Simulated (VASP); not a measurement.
Input of a VASP 6.6.1 run:

The input INCAR:

```
SYSTEM = Si3F4
PREC = Accurate
ENCUT = 520
EDIFF = 1E-6
ISMEAR = 0
SIGMA = 0.1
LREAL = .FALSE.
LASPH = .TRUE.
NELM = 100
ALGO = Normal
ISIF = 2
LWAVE = .FALSE.
LCHARG = .FALSE.
GGA = PE
NBANDS = 29
```

KPOINTS

```
Automatic mesh
0
G
  6 6 4
  0 0 0
```

The input POSCAR:

```
Si3F4
1.0
    5.2785567000      0.0000000000      0.0000000000
   -2.6392783500      4.5713642000      0.0000000000
    0.0000000000      0.0000000000      4.1717578600
Si F
3 4
Direct
    0.5000000000      0.0000000000      0.5000000000
    0.0000000000      0.5000000000      0.5000000000
    0.5000000000      0.5000000000      0.5000000000
    0.0000000000      0.0000000000      0.5000000000
    0.5000000000      0.0000000000      0.0000000000
    0.0000000000      0.5000000000      0.0000000000
    0.5000000000      0.5000000000      0.0000000000
```

Potentials or basis: VASP PAW PBE potentials, release 64 (Si, F).

The run is started by

```console
$ cat potpaw_PBE.64/Si/POTCAR potpaw_PBE.64/F/POTCAR > POTCAR
$ mpirun -np 1 vasp_std > vasp.out
```

Problem. What does it give for the pressure?

Solution. -6.8 GPa.

Problem. Predict the band gap on the k mesh.

Solution. Zero (band 20 reaches 4.08 eV, above the bottom of band 21 at 3.44 eV).

Stress tensor (GPa, compression positive):
```
  2.61   0.00   0.00
  0.00   2.61   0.00
  0.00   0.00 -25.66
```

Caveat: the k points lie up to 0.38 Å⁻¹ apart.
